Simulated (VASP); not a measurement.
# SiO2 (P6_422) in VASP: notebook, part 2 of 3

VASP 6.6.1.

## (3) Single point, LDA

This run uses another cell than the first one, of 13.50 Å³/atom, 1.007 times its volume.

Contents of INCAR:

```
SYSTEM = SiO2
PREC     = Accurate       ! precision mode
ENCUT    = 520            ! plane-wave cutoff, eV
EDIFF    = 1E-6           ! SCF threshold, eV
ISMEAR   = 0              ! smearing method
SIGMA    = 0.02           ! smearing width, eV
LREAL    = .FALSE.        ! projectors in reciprocal space
LASPH    = .TRUE.         ! aspherical terms in the spheres
NELM     = 100            ! most SCF steps
ALGO     = Normal         ! electronic algorithm
ISIF     = 2              ! what is computed and relaxed
LWAVE    = .FALSE.        ! write WAVECAR
LCHARG   = .FALSE.        ! write CHGCAR
NBANDS   = 34             ! bands
```

Contents of KPOINTS:

```
Automatic mesh
0
G
  6 6 4
  0 0 0
```

Contents of POSCAR:

```
SiO2
1.0
    5.0386983803      0.0000000000      0.0000000000
   -2.5193491901      4.3636407993      0.0000000000
    0.0000000000      0.0000000000      5.5248550125
Si O
3 6
Direct
    0.0000000000      0.5000000000      0.3333333333
    0.5000000000      0.5000000000      0.6666666667
    0.5000000000      0.0000000000      0.0000000000
    0.5843949023      0.7921974511      0.8333333333
    0.7921974511      0.5843949023      0.5000000000
    0.7921974511      0.2078025489      0.1666666667
    0.4156050977      0.2078025489      0.8333333333
    0.2078025489      0.4156050977      0.5000000000
    0.2078025489      0.7921974511      0.1666666667
```

Potentials or basis: VASP PAW LDA potentials, release 64 (Si, O).

Launch:

```bash
$ cat potpaw_LDA.64/Si/POTCAR potpaw_LDA.64/O/POTCAR > POTCAR
$ mpirun -np 1 vasp_std > vasp.out
```

OUTCAR:

```text
SYSTEM = SiO2
   PREC = Accurate
   ENCUT = 520
   EDIFF = 1E-6
   ISMEAR = 0
   LREAL = .FALSE.
   LASPH = .TRUE.
   NELM = 100
   ISIF = 2

 ion  position               nearest neighbor table
   1  0.000  0.500  0.333-   6 1.60   9 1.60   8 1.60   5 1.60   3 3.12   3 3.12   2 3.12   2 3.12

   2  0.500  0.500  0.667-   4 1.60   7 1.60   5 1.60   8 1.60   3 3.12   3 3.12   1 3.12   1 3.12

   3  0.500  0.000  0.000-   6 1.60   9 1.60   7 1.60   4 1.60   2 3.12   2 3.12   1 3.12   1 3.12

   4  0.584  0.792  0.833-   2 1.60   3 1.60
   5  0.792  0.584  0.500-   2 1.60   1 1.60
   6  0.792  0.208  0.167-   1 1.60   3 1.60
   7  0.416  0.208  0.833-   2 1.60   3 1.60
   8  0.208  0.416  0.500-   2 1.60   1 1.60
   9  0.208  0.792  0.167-   1 1.60   3 1.60

  LATTYP: Found a hexagonal cell.
 ALAT       =     5.0386983803
 C/A-ratio  =     1.0964845671

  Lattice vectors:

 A1 = (   5.0386983803,   0.0000000000,   0.0000000000)
 A2 = (  -2.5193491901,   4.3636407993,   0.0000000000)
 A3 = (   0.0000000000,   0.0000000000,   5.5248550125)

Analysis of symmetry for initial positions (statically):
=====================================================================
 Subroutine PRICEL returns:
 Original cell was already a primitive cell.

 Routine SETGRP: Setting up the symmetry group for a
 hexagonal supercell.

 Subroutine GETGRP returns: Found 12 space group operations
 (whereof  4 operations were pure point group operations)
 out of a pool of 24 trial point group operations.

The static configuration has the point symmetry D_2 .
 The point group associated with its full space group is D_6 .

Analysis of symmetry for dynamics (positions and initial velocities):
=====================================================================
 Subroutine PRICEL returns:
 Original cell was already a primitive cell.

 Routine SETGRP: Setting up the symmetry group for a
 hexagonal supercell.

 Subroutine GETGRP returns: Found 12 space group operations
 (whereof  4 operations were pure point group operations)
 out of a pool of 24 trial point group operations.

The dynamic configuration has the point symmetry D_2 .
 The point group associated with its full space group is D_6 .

 Subroutine INISYM returns: Found 12 space group operations
 (whereof  4 operations are pure point group operations),
 and found     1 'primitive' translations

----------------------------------------------------------------------------------------

                                     Primitive cell

  volume of cell :     121.4754

  direct lattice vectors                    reciprocal lattice vectors
     5.038698380  0.000000000  0.000000000     0.198463953  0.114583217  0.000000000
    -2.519349190  4.363640799  0.000000000     0.000000000  0.229166434  0.000000000
     0.000000000  0.000000000  5.524855012     0.000000000  0.000000000  0.181000225

  length of vectors
     5.038698380  5.038698380  5.524855012     0.229166434  0.229166434  0.181000225

  position of ions in fractional coordinates (direct lattice)
     0.000000000  0.500000000  0.333333333
[... 50 lines left out ...]
  0.166667  0.000000  0.000000      6.000000
  0.333333  0.000000  0.000000      6.000000
  0.500000  0.000000  0.000000      3.000000
  0.166667  0.166667  0.000000      6.000000
  0.333333  0.166667  0.000000     12.000000
[... 13 lines left out ...]
  0.333333  0.166667  0.500000     12.000000
  0.333333  0.333333  0.500000      2.000000
   k-points           NKPTS =     21   k-points in BZ     NKDIM =     21   number of bands    NBANDS=     34
   number of dos      NEDOS =    301   number of ions     NIONS =      9
   total plane-waves  NPLWV =  67200
   dimension x,y,z NGX =    40 NGY =   40 NGZ =   42
   dimension x,y,z NGXF=    80 NGYF=   80 NGZF=   84
   ions per type =               3   6
   NGX,Y,Z   is equivalent  to a cutoff of  13.20, 13.20, 12.64 a.u.
   NGXF,Y,Z  is equivalent  to a cutoff of  26.40, 26.40, 25.28 a.u.
 SYSTEM =  SiO2
   PREC   = accura    normal or accurate (medium, high low for compatibility)
   ISTART =      0    job   : 0-new  1-cont  2-samecut
   ICHARG =      2    charge: 1-file 2-atom 10-const
   ISPIN  =      1    spin polarized calculation?
   LNONCOLLINEAR =      F non collinear calculations
   LSORBIT =      F    spin-orbit coupling
   LASPH  =      T    aspherical Exc in radial PAW
   ENCUT  =  520.0 eV  38.22 Ry    6.18 a.u.   9.37  9.37 10.27*2*pi/ulx,y,z
   NELM   =    100;   NELMIN=  2; NELMDL= -5     # of ELM steps
   EDIFF  = 0.1E-05   stopping-criterion for ELM
   LREAL  =      F    real-space projection
   EDIFFG = 0.1E-04   stopping-criterion for IOM
   NSW    =      0    number of steps for IOM
   IBRION =     -1    ionic relax: 0-MD 1-quasi-New 2-CG
   NFREE  =      0    steps in history (QN), initial steepest desc. (CG)
   ISIF   =      2    stress and relaxation
   ISYM   =      2    0-nonsym 1-usesym 2-fastsym
   POTIM  = 0.5000    time-step for ionic-motion
   TEBEG  =    0.0;   TEEND  =   0.0 temperature during run
   PSTRESS=    0.0 pullay stress
   NELECT =      48.0000    total number of electrons
   NUPDOWN=      -1.0000    fix difference up-down
   EMIN   =  10.00;   EMAX   =-10.00  energy-range for DOS
   EFERMI =   0.00;   METHOD = LEGACY
   ISMEAR =     0;   SIGMA  =   0.02  broadening in eV -4-tet -1-fermi 0-gaus
   EFERMI_NEDOS =   21; number of points for ismear=-14 and -15
   IALGO  =     38    algorithm
   IMIX   =      4    mixing-type and parameters
     AMIX     =   0.40;   BMIX     =  1.00
     AMIX_MAG =   1.60;   BMIX_MAG =  1.00
  volume/ion in A,a.u.               =      13.50        91.08
  Fermi-wavevector in a.u.,A,eV,Ry     =   1.201321  2.270168 19.635558  1.443173
  Thomas-Fermi vector in A             =   2.337133
   LORBIT       =      0    0 simple, 1 ext, 2 COOP (PROOUT), +10 PAW based schemes
   GGA     = CA    functional components
   LHFCALC =     F    Hartree Fock is set to
   AEXX    =    0.0000 exact exchange contribution
   IVDW    =     0    specifies the selected vdW correction
   LEPSILON=     F    determine dielectric tensor
   LRPA    =     F    only Hartree local field effects (RPA)
 non-spin polarized calculation
 Gauss-broadening in eV      SIGMA  =   0.02
  energy-cutoff  :      520.00
  volume of cell :      121.48
 maximum number of plane-waves:      3298
 NGX is ok and might be reduce to    40
   NGX = 19   NGY = 19   NGZ = 21

 number of electron      47.9999978 magnetization

 Free energy of the ion-electron system (eV)
  ---------------------------------------------------
  ext. energy  EPLUGINS =         0.00000000
  ---------------------------------------------------
  free energy    TOTEN  =       -77.81022082 eV

  energy without entropy =      -77.81022082  energy(sigma->0) =      -77.81022082

 E-fermi :   0.4929     XC(G=0):  -9.3629

 val. band max:        0.3614096105   @ k =   0.5000   0.0000   0.0000
 cond. band min:       5.8558286210   @ k =   0.0000   0.0000   0.0000
 fundamental gap:      5.4944190105
 Fermi energy:         0.4929371700

 k-point     1 :       0.0000    0.0000    0.0000
  band No.  band energies     occupation
      1     -18.8777      2.00000
      2     -17.3538      2.00000
      3     -17.3538      2.00000
      4     -16.7096      2.00000
      5     -16.6691      2.00000
      6     -16.6691      2.00000
[... 766 lines left out ...]
     33      11.5703      0.00000
     34      11.5913      0.00000

------------------------ aborting loop because EDIFF is reached ----------------------------------------

  FORCE on cell =-STRESS in cart. coord.  units (eV):
  Direction    XX          YY          ZZ          XY          YZ          ZX
  --------------------------------------------------------------------------------------
  -------------------------------------------------------------------------------------
  Total        0.4304157      0.4304157      0.4815247      0.0000000      0.0000000      0.0000000
  in kB        5.6768895      5.6768895      6.3509826      0.0000000      0.0000000      0.0000000
  external PRESSURE =       5.9015872 kB  Pullay stress =       0.0000000 kB

 VOLUME and BASIS-vectors are now :
 -----------------------------------------------------------------------------
  energy-cutoff  :      520.00
  volume of cell :      121.48
      direct lattice vectors                 reciprocal lattice vectors
     5.038698380  0.000000000  0.000000000     0.198463953  0.114583217  0.000000000
    -2.519349190  4.363640799  0.000000000     0.000000000  0.229166434  0.000000000
     0.000000000  0.000000000  5.524855012     0.000000000  0.000000000  0.181000225

 POSITION                                       TOTAL-FORCE (eV/Angst)
 -----------------------------------------------------------------------------------
     -1.25967      2.18182      1.84162         0.000000     -0.000000     -0.000000
      1.25967      2.18182      3.68324         0.000000     -0.000000      0.000000
      2.51935      0.00000      0.00000         0.000000     -0.000000     -0.000000
      0.94877      3.45687      4.60405         0.006686      0.003860      0.000000
      2.51935      2.55009      2.76243         0.000000      0.007720      0.000000
      3.46812      0.90678      0.92081         0.006686     -0.003860     -0.000000
      1.57058      0.90678      4.60405        -0.006686     -0.003860     -0.000000
      0.00000      1.81355      2.76243        -0.000000     -0.007720     -0.000000
     -0.94877      3.45687      0.92081        -0.006686      0.003860      0.000000
 -----------------------------------------------------------------------------------
    total drift:                                0.000000     -0.000000     -0.000001

  FREE ENERGIE OF THE ION-ELECTRON SYSTEM (eV)
  ---------------------------------------------------
  free  energy   TOTEN  =       -77.8102208154 eV

  energy  without entropy=      -77.8102208154  energy(sigma->0) =      -77.81022082
```

It took 80 s on 1 thread of Intel Xeon Platinum 8259CL at 2.50GHz (Skylake/Cascade Lake), shared host; peak memory 0.22 GiB.

What came out:

```yaml
Free_energy: -77.8102 eV
Pressure: 0.6 GPa
Largest_force: 0.008 eV/Å
Band_gap_on_the_k_mesh: 5.49 eV, indirect (least direct gap 5.68 eV)
```

Forces on the atoms (eV/Å):
```
Si   0.000  0.000  0.000
Si   0.000  0.000  0.000
Si   0.000  0.000  0.000
O    0.007  0.004  0.000
O    0.000  0.008  0.000
O    0.007 -0.004  0.000
O   -0.007 -0.004  0.000
O    0.000 -0.008  0.000
O   -0.007  0.004  0.000
```

A k mesh can miss the band edges. LDA gaps usually lie below the measured ones, often by a third to a half.

## (4) Single point, LDA

This run uses another cell than the first one, of 13.50 Å³/atom, 1.007 times its volume.

Contents of INCAR:

```
ALGO = Normal
EDIFF = 1E-7
ENCUT = 520
GGA = CA
ISIF = 2
ISMEAR = 0
LASPH = True
LCHARG = True
LELF = True
LREAL = False
LVHAR = True
LWAVE = False
NBANDS = 34
NELM = 80
PREC = Accurate
SIGMA = 0.02
```

Contents of KPOINTS:

```
k-points
0
Gamma
  6 6 4
```

POSCAR is that of step 3.

Launch:

```bash
$ cat potpaw_LDA.64/Si/POTCAR potpaw_LDA.64/O/POTCAR > POTCAR
$ mpirun -np 1 vasp_std > vasp.out
```

Run time: 79 s. Hardware: 1 thread of Intel Xeon Platinum 8259CL at 2.50GHz (Skylake/Cascade Lake), shared host; peak memory 0.22 GiB.

It converged, with:

* Free energy: -77.8102 eV
* Pressure: 0.6 GPa
* Largest force: 0.007 eV/Å
* Band gap on the k mesh: 5.49 eV, indirect (least direct gap 5.68 eV)

Forces on the atoms (eV/Å):
```
Si   0.000  0.000  0.000
Si   0.000  0.000  0.000
Si   0.000  0.000  0.000
O    0.006  0.004  0.000
O    0.000  0.007  0.000
O    0.006 -0.004  0.000
O   -0.006 -0.004  0.000
O    0.000 -0.007  0.000
O   -0.006  0.004  0.000
```

Levels at points of the mesh, in eV from the valence-band top:
```csv
k point,band 22,band 23,band 24,band 25,band 26,band 27
"(0.00, 0.00, 0.00)",-0.49,-0.49,-0.19,5.49,8.73,8.73
"(0.50, 0.00, 0.00)",-1.02,-0.36,0.00,7.54,8.39,9.40
"(0.00, 0.00, 0.50)",-0.29,0.00,0.00,7.32,7.32,8.19
"(0.50, 0.00, 0.50)",-0.75,-0.71,-0.35,8.58,8.98,9.02
```

A k mesh can miss the band edges. Expect the measured gap to be larger: semilocal functionals such as LDA lack the derivative discontinuity.

(Part 2 of 3 ends here.)
